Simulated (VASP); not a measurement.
Runs of VASP 6.6.1 on Si2Ni. The structure is that of space group Fm-3m (No. 225), or close to it. The cells are those of the table. 

| task | cell | cutoff (eV) | gap on the mesh (eV) | pressure (GPa) |
| --- | --- | --- | --- | --- |
| single point | a = 3.742 Å, angles 60.0°, 3 atoms | 520 | none | 10.0 |
| relaxation of cell and atoms | relaxed to 2 GPa from a = 3.812 Å, angles 60.0°, 3 atoms | 600 | none | 2.0 |
| relaxation of cell and atoms | relaxed to 1 GPa from a = 3.812 Å, angles 60.0°, 3 atoms | 600 | none | 1.0 |
| single point | a = 3.713 Å, angles 60.0°, 3 atoms | 520 | none | 15.0 |
| single point | a = 3.812 Å, angles 60.0°, 3 atoms | 520 | none | (a) |

Alike in all rows: level PBEsol; potentials or basis VASP PAW PBE potentials, release 64 (Si, Ni); no spin polarisation; k mesh 14 × 14 × 14; smearing fermi-dirac 0.1 eV.

**Question.** Estimate the missing entries.

**Answer.** (a) 0.1.

Caveats: the PAW data sets were made with another functional, which shifts forces and pressure a little; the cell stands under pressure (at least some runs); the cell is relaxed towards a set pressure, so the run minimises the enthalpy, not the energy (at least some runs).

A gap of «none» marks levels without a gap at the run's occupations.
